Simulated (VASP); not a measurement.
Write the native input for VASP 6.6.1 that does the following.

- Task: single point
- Functional: PBE
- Potentials or basis: VASP PAW PBE potentials, release 64 (Mg, O)
- Cutoff: 600 eV
- k mesh: 8 × 8 × 8
- Occupations: fermi-dirac, width 0.05 eV
- Spin: no spin polarisation
- Dipole correction: no
- Further INCAR settings: ALGO = Normal; EDIFF = 1e-06; NBANDS = 11

The structure of MgO lies in POSCAR:

```
MgO
1.0
    0.0000000000      2.1015000000      2.1015000000
    2.1015000000      0.0000000000      2.1015000000
    2.1015000000      2.1015000000      0.0000000000
Mg O
1 1
Direct
    0.0000000000      0.0000000000      0.0000000000
    0.5000000000      0.5000000000      0.5000000000
```

The input as run:

INCAR

```
PREC = Accurate ; ENCUT = 600
EDIFF = 1E-6 ; ISMEAR = -1
SIGMA = 0.05 ; LREAL = False
LASPH = True ; NELM = 120
ALGO = Normal ; ISIF = 2
LWAVE = False ; LCHARG = False
GGA = PE ; NBANDS = 11
GGA_COMPAT = False
```

KPOINTS

```
regular mesh
0
Gamma
  8 8 8
```

Potentials or basis: VASP PAW PBE potentials, release 64 (Mg, O).

Launch:

```sh
$ cat potpaw_PBE.64/Mg/POTCAR potpaw_PBE.64/O/POTCAR > POTCAR
$ mpirun -np 1 vasp_std > vasp.out
```

Results of the run:

- Pressure: 4.8 GPa
- Band gap on the k mesh: 4.79 eV, direct

It took 9.6 s on 1 thread of Intel Xeon 8259CL, with other jobs on the host, peak memory 0.14 GiB.
